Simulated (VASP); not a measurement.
# Ir4O in VASP: settings compared

Ir4O is run at these levels: LDA, r2SCAN; tasks: single point.

All numbers are computed with VASP 6.6.1; they aren't measurements. Logs are shortened: lines on timing, memory, paths and dates and some standing lists are left out, and cuts for length are marked.

**1. The cell of the first run**

The cell holds a slab with vacuum, 5 atoms: a = 2.718 Å, b = 2.718 Å, c = 24.766 Å, α = 90.00°, β = 90.00°, γ = 90.00°.

**2. Single point, LDA**

The input, INCAR:

```
SYSTEM = Ir4O
  PREC = Accurate
  ENCUT = 520
  EDIFF = 1E-6
  ISMEAR = 0
  SIGMA = 0.1
  LREAL = .FALSE.
  LASPH = .TRUE.
  NELM = 100
  ALGO = Normal
  ISIF = 2
  LWAVE = .FALSE.
  LCHARG = .FALSE.
  LDIPOL = .TRUE.
  IDIPOL = 3
  DIPOL = 0.5 0.5 0.494
  GGA = CA
  NBANDS = 29
```

The input, KPOINTS:

```
Automatic mesh
0
G
  11 11 1
  0 0 0
```

The input, POSCAR:

```
Ir4O
1.0
    2.7182807111      0.0000000000      0.0000000000
    0.0000000000      2.7182807111      0.0000000000
    0.0000000000      0.0000000000     24.7663441720
Ir O
4 1
Direct
    0.5000000000      0.5000000000      0.3432076991
    0.0000000000      0.0000000000      0.4208176488
    0.5000000000      0.5000000000      0.4986072769
    0.0000000000      0.0000000000      0.5769583437
    0.0000000000      0.5000000000      0.6316139935
```

Potentials or basis: VASP PAW LDA potentials, release 64 (Ir, O).

Launch:

```
$ cat potpaw_LDA.64/Ir/POTCAR potpaw_LDA.64/O/POTCAR > POTCAR
$ mpirun -np 1 vasp_std > vasp.out
```

OUTCAR:

```text
SYSTEM = Ir4O
   PREC = Accurate
   ENCUT = 520
   EDIFF = 1E-6
   ISMEAR = 0
   LREAL = .FALSE.
   LASPH = .TRUE.
   NELM = 100
   ISIF = 2
   GGA = CA

 ion  position               nearest neighbor table
   1  0.500  0.500  0.343-   2 2.72   2 2.72   2 2.72   2 2.72
   2  0.000  0.000  0.421-   1 2.72   1 2.72   1 2.72   1 2.72   3 2.72   3 2.72   3 2.72   3 2.72

   3  0.500  0.500  0.499-   2 2.72   2 2.72   2 2.72   2 2.72   4 2.73   4 2.73   4 2.73   4 2.73

   4  0.000  0.000  0.577-   5 1.92   5 1.92   3 2.73   3 2.73   3 2.73   3 2.73
   5  0.000  0.500  0.632-   4 1.92   4 1.92

  LATTYP: Found a simple tetragonal cell.
 ALAT       =     2.7182807111
 C/A-ratio  =     9.1110325990

  Lattice vectors:

 A1 = (   2.7182807111,   0.0000000000,   0.0000000000)
 A2 = (   0.0000000000,   2.7182807111,   0.0000000000)
 A3 = (   0.0000000000,   0.0000000000,  24.7663441720)

Analysis of symmetry for initial positions (statically):
=====================================================================
 Subroutine PRICEL returns:
 Original cell was already a primitive cell.

 Routine SETGRP: Setting up the symmetry group for a
 simple tetragonal supercell.

 Subroutine GETGRP returns: Found  4 space group operations
 (whereof  4 operations were pure point group operations)
 out of a pool of 16 trial point group operations.

The static configuration has the point symmetry C_2v.

Analysis of symmetry for dynamics (positions and initial velocities):
=====================================================================
 Subroutine PRICEL returns:
 Original cell was already a primitive cell.

 Routine SETGRP: Setting up the symmetry group for a
 simple tetragonal supercell.

 Subroutine GETGRP returns: Found  4 space group operations
 (whereof  4 operations were pure point group operations)
 out of a pool of 16 trial point group operations.

The dynamic configuration has the point symmetry C_2v.

 Subroutine INISYM returns: Found  4 space group operations
 (whereof  4 operations are pure point group operations),
 and found     1 'primitive' translations

----------------------------------------------------------------------------------------

                                     Primitive cell

  volume of cell :     182.9998

  direct lattice vectors                    reciprocal lattice vectors
     2.718280711  0.000000000  0.000000000     0.367879592  0.000000000  0.000000000
     0.000000000  2.718280711  0.000000000     0.000000000  0.367879592  0.000000000
     0.000000000  0.000000000 24.766344172     0.000000000  0.000000000  0.040377376

  length of vectors
     2.718280711  2.718280711 24.766344172     0.367879592  0.367879592  0.040377376

  position of ions in fractional coordinates (direct lattice)
     0.500000000  0.500000000  0.343207699
     0.000000000  0.000000000  0.420817649
     0.500000000  0.500000000  0.498607277
     0.000000000  0.000000000  0.576958344
     0.000000000  0.500000000  0.631613993

  ion indices of the primitive-cell ions
   primitive index   ion index
                 1           1
                 2           2
                 3           3
                 4           4
                 5           5

----------------------------------------------------------------------------------------

 KPOINTS: Automatic mesh

Automatic generation of k-mesh.
 Grid dimensions read from file:
 generate k-points for:   11   11    1

 Generating k-lattice:

  Cartesian coordinates                     Fractional coordinates (reciprocal lattice)
     0.033443599  0.000000000  0.000000000     0.090909091  0.000000000  0.000000000
     0.000000000  0.033443599  0.000000000     0.000000000  0.090909091  0.000000000
     0.000000000  0.000000000  0.040377376     0.000000000  0.000000000  1.000000000

  Length of vectors
     0.033443599  0.033443599  0.040377376

  Shift w.r.t. Gamma in fractional coordinates (k-lattice)
     0.000000000  0.000000000  0.000000000

 Subroutine IBZKPT returns following result:
 ===========================================

 Found     36 irreducible k-points:

 Following reciprocal coordinates:
            Coordinates               Weight
  0.000000  0.000000  0.000000      1.000000
  0.090909  0.000000  0.000000      2.000000
  0.000000  0.090909  0.000000      2.000000
  0.181818  0.000000  0.000000      2.000000
  0.000000  0.181818  0.000000      2.000000
  0.272727  0.000000  0.000000      2.000000
[... 16 lines left out ...]
 -0.181818  0.272727  0.000000      4.000000
  0.363636  0.181818  0.000000      4.000000
 [... further k-points ...]
   k-points           NKPTS =     36   k-points in BZ     NKDIM =     36   number of bands    NBANDS=     29
   number of dos      NEDOS =    301   number of ions     NIONS =      5
   total plane-waves  NPLWV =  76800
   dimension x,y,z NGX =    20 NGY =   20 NGZ =  192
   dimension x,y,z NGXF=    40 NGYF=   40 NGZF=  384
   ions per type =               4   1
   NGX,Y,Z   is equivalent  to a cutoff of  12.23, 12.23, 12.89 a.u.
   NGXF,Y,Z  is equivalent  to a cutoff of  24.46, 24.46, 25.78 a.u.
 SYSTEM =  Ir4O
   PREC   = accura    normal or accurate (medium, high low for compatibility)
   ISTART =      0    job   : 0-new  1-cont  2-samecut
   ICHARG =      2    charge: 1-file 2-atom 10-const
   ISPIN  =      1    spin polarized calculation?
   LNONCOLLINEAR =      F non collinear calculations
   LSORBIT =      F    spin-orbit coupling
   LASPH  =      T    aspherical Exc in radial PAW
   ENCUT  =  520.0 eV  38.22 Ry    6.18 a.u.   5.05  5.05 46.05*2*pi/ulx,y,z
   NELM   =    100;   NELMIN=  2; NELMDL= -5     # of ELM steps
   EDIFF  = 0.1E-05   stopping-criterion for ELM
   LREAL  =      F    real-space projection
   EDIFFG = 0.1E-04   stopping-criterion for IOM
   NSW    =      0    number of steps for IOM
   IBRION =     -1    ionic relax: 0-MD 1-quasi-New 2-CG
   NFREE  =      0    steps in history (QN), initial steepest desc. (CG)
   ISIF   =      2    stress and relaxation
   ISYM   =      2    0-nonsym 1-usesym 2-fastsym
   POTIM  = 0.5000    time-step for ionic-motion
   TEBEG  =    0.0;   TEEND  =   0.0 temperature during run
   PSTRESS=    0.0 pullay stress
   NELECT =      42.0000    total number of electrons
   NUPDOWN=      -1.0000    fix difference up-down
   EMIN   =  10.00;   EMAX   =-10.00  energy-range for DOS
   EFERMI =   0.00;   METHOD = LEGACY
   ISMEAR =     0;   SIGMA  =   0.10  broadening in eV -4-tet -1-fermi 0-gaus
   EFERMI_NEDOS =   21; number of points for ismear=-14 and -15
   IALGO  =     38    algorithm
   IMIX   =      4    mixing-type and parameters
     AMIX     =   0.40;   BMIX     =  1.00
     AMIX_MAG =   1.60;   BMIX_MAG =  1.00
  volume/ion in A,a.u.               =      36.60       246.99
  Fermi-wavevector in a.u.,A,eV,Ry     =   1.002323  1.894116 13.669116  1.004652
  Thomas-Fermi vector in A             =   2.134803
   LORBIT       =      0    0 simple, 1 ext, 2 COOP (PROOUT), +10 PAW based schemes
   GGA     = CA    functional components
   LHFCALC =     F    Hartree Fock is set to
   AEXX    =    0.0000 exact exchange contribution
   IVDW    =     0    specifies the selected vdW correction
   LEPSILON=     F    determine dielectric tensor
   LRPA    =     F    only Hartree local field effects (RPA)
 non-spin polarized calculation
 Gauss-broadening in eV      SIGMA  =   0.10
  energy-cutoff  :      520.00
  volume of cell :      183.00
 maximum number of plane-waves:      4964
   NGX = 11   NGY = 11   NGZ = 93

 dipolmoment           0.000000      0.000000     -0.066143 electrons x Angstroem

 number of electron      41.9999986 magnetization

 dipolmoment           0.000000      0.000000      0.068495 electrons x Angstroem

 Free energy of the ion-electron system (eV)
  ---------------------------------------------------
  ext. energy  EPLUGINS =         0.00000000
  ---------------------------------------------------
  free energy    TOTEN  =       -45.37203476 eV

  energy without entropy =      -45.34760153  energy(sigma->0) =      -45.35981815

 E-fermi :  -1.1209     XC(G=0):  -5.6576

 val. band max:       -1.1303594461   @ k =  -0.0909   0.1818   0.0000
 cond. band min:      -1.1194993068   @ k =  -0.3636   0.4545   0.0000
 fundamental gap:      0.0108601393
 Fermi energy:        -1.1208601673

 k-point     1 :       0.0000    0.0000    0.0000
  band No.  band energies     occupation
      1     -20.3439      2.00000
      2     -11.3106      2.00000
      3      -9.4705      2.00000
      4      -8.9517      2.00000
      5      -8.2105      2.00000
      6      -7.9698      2.00000
[... 21 lines left out ...]
     28       1.3147      0.00000
     29       4.6117      0.00000

 k-point     2 :       0.0909    0.0000    0.0000
  band No.  band energies     occupation
      1     -20.3018      2.00000
      2     -11.0875      2.00000
      3      -9.3179      2.00000
      4      -8.8424      2.00000
      5      -7.9882      2.00000
      6      -7.8241      2.00000
[... 21 lines left out ...]
     28       1.3537      0.00000
     29       4.7942      0.00000

 k-point     3 :       0.0000    0.0909    0.0000
  band No.  band energies     occupation
      1     -20.2999      2.00000
      2     -11.1063      2.00000
      3      -9.2972      2.00000
      4      -8.7277      2.00000
      5      -8.1008      2.00000
      6      -7.7789      2.00000
[... 21 lines left out ...]
     28       1.5800      0.00000
     29       4.8040      0.00000

 k-point     4 :       0.1818    0.0000    0.0000
  band No.  band energies     occupation
      1     -20.1869      2.00000
      2     -10.4771      2.00000
      3      -9.0209      2.00000
      4      -8.5649      2.00000
      5      -7.5703      2.00000
      6      -7.3210      2.00000
[... 21 lines left out ...]
     28       2.7068      0.00000
     29       5.3055      0.00000

 k-point     5 :       0.0000    0.1818    0.0000
  band No.  band energies     occupation
      1     -20.1899      2.00000
      2     -10.5610      2.00000
      3      -8.9684      2.00000
      4      -8.1861      2.00000
      5      -7.7772      2.00000
      6      -7.4956      2.00000
[... 21 lines left out ...]
     28       2.8183      0.00000
     29       5.3290      0.00000
[... 510 lines left out ...]
     28       3.8329      0.00000
     29       5.9732      0.00000

 k-point    22 :       0.2727    0.1818    0.0000
  band No.  band energies     occupation
      1     -19.8947      2.00000
      2      -8.9843      2.00000
      3      -8.0965      2.00000
      4      -7.6956      2.00000
      5      -7.2209      2.00000
      6      -6.7721      2.00000
[... 21 lines left out ...]
     28       4.6965      0.00000
     29       6.5508      0.00000

 k-point    23 :      -0.1818    0.2727    0.0000
  band No.  band energies     occupation
      1     -19.9234      2.00000
      2      -9.2012      2.00000
      3      -8.1367      2.00000
      4      -7.4002      2.00000
      5      -6.8481      2.00000
      6      -6.6941      2.00000
[... 21 lines left out ...]
     28       4.8055      0.00000
     29       6.5829      0.00000

 k-point    24 :       0.3636    0.1818    0.0000
  band No.  band energies     occupation
      1     -19.7536      2.00000
      2      -8.3414      2.00000
      3      -8.1361      2.00000
      4      -7.5289      2.00000
      5      -7.4302      2.00000
      6      -7.2342      2.00000
[... 21 lines left out ...]
     28       5.3266      0.00000
     29       5.5341      0.00000

 [... further k-points ...]

------------------------ aborting loop because EDIFF is reached ----------------------------------------

 vacuum level on the upper side and lower side of the slab       (xc-potential included)         0.558        -1.101

  FORCE on cell =-STRESS in cart. coord.  units (eV):
  Direction    XX          YY          ZZ          XY          YZ          ZX
  --------------------------------------------------------------------------------------
  -------------------------------------------------------------------------------------
  Total       -5.0024470     -5.5915201     -4.3674688      0.0000000      0.0000000      0.0000000
  in kB      -43.7968193    -48.9542008    -38.2375348      0.0000000      0.0000000      0.0000000
  external PRESSURE =     -43.6628516 kB  Pullay stress =       0.0000000 kB

 VOLUME and BASIS-vectors are now :
 -----------------------------------------------------------------------------
  energy-cutoff  :      520.00
  volume of cell :      183.00
      direct lattice vectors                 reciprocal lattice vectors
     2.718280711  0.000000000  0.000000000     0.367879592  0.000000000  0.000000000
     0.000000000  2.718280711  0.000000000     0.000000000  0.367879592  0.000000000
     0.000000000  0.000000000 24.766344172     0.000000000  0.000000000  0.040377376

 POSITION                                       TOTAL-FORCE (eV/Angst)
 -----------------------------------------------------------------------------------
      1.35914      1.35914      8.50000         0.000000      0.000000      1.511525
      0.00000      0.00000     10.42211         0.000000      0.000000     -1.163544
      1.35914      1.35914     12.34868         0.000000      0.000000     -0.033095
      0.00000      0.00000     14.28915         0.000000      0.000000     -0.225053
      0.00000      1.35914     15.64277         0.000000      0.000000     -0.089832
 -----------------------------------------------------------------------------------
    total drift:                                0.000000      0.000000     -0.000090

  FREE ENERGIE OF THE ION-ELECTRON SYSTEM (eV)
  ---------------------------------------------------
  free  energy   TOTEN  =       -45.3720347647 eV

  energy  without entropy=      -45.3476015298  energy(sigma->0) =      -45.35981815

 vacuum level on the upper side and lower side of the slab         6.259         4.567
```

It took 2.6 min on 1 thread of Intel Xeon 6975P-C (Granite Rapids), shared host; peak memory 0.32 GiB.

What came out:

```
Free energy            : -45.3720 eV
Largest force          : 1.512 eV/Å
Band gap on the k mesh : zero (bands 21 and 22 overlap by 1.91 eV)
```

Forces in eV/Å, atoms in the order of the input:
```
Ir   0.000  0.000  1.512
Ir   0.000  0.000 -1.164
Ir   0.000  0.000 -0.033
Ir   0.000  0.000 -0.225
O    0.000  0.000 -0.090
```

Caveat: spin-orbit coupling is left out, which moves the levels of the heavy elements.

**3. Single point, r2SCAN**

POSCAR is that of step 2.

The input, INCAR.step1:

```
SYSTEM = Ir4O
PREC = Accurate
ENCUT = 520
ISMEAR = 0
SIGMA = 0.1
LREAL = .False.
LASPH = .True.
NELM = 60
LDIPOL = .True.
IDIPOL = 3
DIPOL = 0.5 0.5 0.494
NBANDS = 29
GGA = PE
ALGO = Normal
EDIFF = 1E-4
LWAVE = .True.
LCHARG = .False.
```

The input, INCAR.step2:

```
SYSTEM = Ir4O
PREC = Accurate
ENCUT = 520
EDIFF = 1E-6
ISMEAR = 0
SIGMA = 0.1
LREAL = .False.
LASPH = .True.
NELM = 60
ALGO = Normal
ISIF = 2
LWAVE = .False.
LCHARG = .False.
LDIPOL = .True.
IDIPOL = 3
DIPOL = 0.5 0.5 0.494
METAGGA = R2SCAN
LMIXTAU = .True.
NBANDS = 29
ISTART = 1
```

The input, KPOINTS:

```
Automatic mesh
0
Gamma
  11 11 1
  0 0 0
```

Potentials or basis: VASP PAW PBE potentials, release 64 (Ir, O).

Launch:

```
$ cat potpaw_PBE.64/Ir/POTCAR potpaw_PBE.64/O/POTCAR > POTCAR
$ cp INCAR.step1 INCAR
$ mpirun -np 1 vasp_std > vasp.out
$ cp INCAR.step2 INCAR
$ mpirun -np 1 vasp_std > vasp.out
```

Run time: 11 min. Hardware: 1 thread of Intel Xeon 6975P-C (Granite Rapids), shared host; peak memory 0.4 GiB.

The run converged. Its results:

```yaml
Free_energy: -214.0645 eV
Largest_force: 1.231 eV/Å
Band_gap_on_the_k_mesh: zero (bands 21 and 22 overlap by 2.04 eV)
```

Forces in eV/Å, atoms in the order of the input:
```
Ir   0.000  0.000  1.102
Ir   0.000  0.000 -1.231
Ir   0.000  0.000 -0.017
Ir   0.000  0.000 -0.281
O    0.000  0.000  0.428
```

Levels at points of the mesh, in eV from the Fermi level:
| k point | band 17 | band 18 | band 19 | band 20 | band 21 | band 22 | band 23 | band 24 | band 25 | band 26 |
| --- | --- | --- | --- | --- | --- | --- | --- | --- | --- | --- |
| (0.00, 0.00, 0.00) | -1.52 | -1.41 | -1.23 | -1.08 | -0.53 | 0.23 | 0.28 | 0.64 | 0.96 | 1.15 |

Caveat: the PAW data sets were made with another functional, which shifts forces and pressure a little; spin-orbit coupling is left out, which moves the levels of the heavy elements.
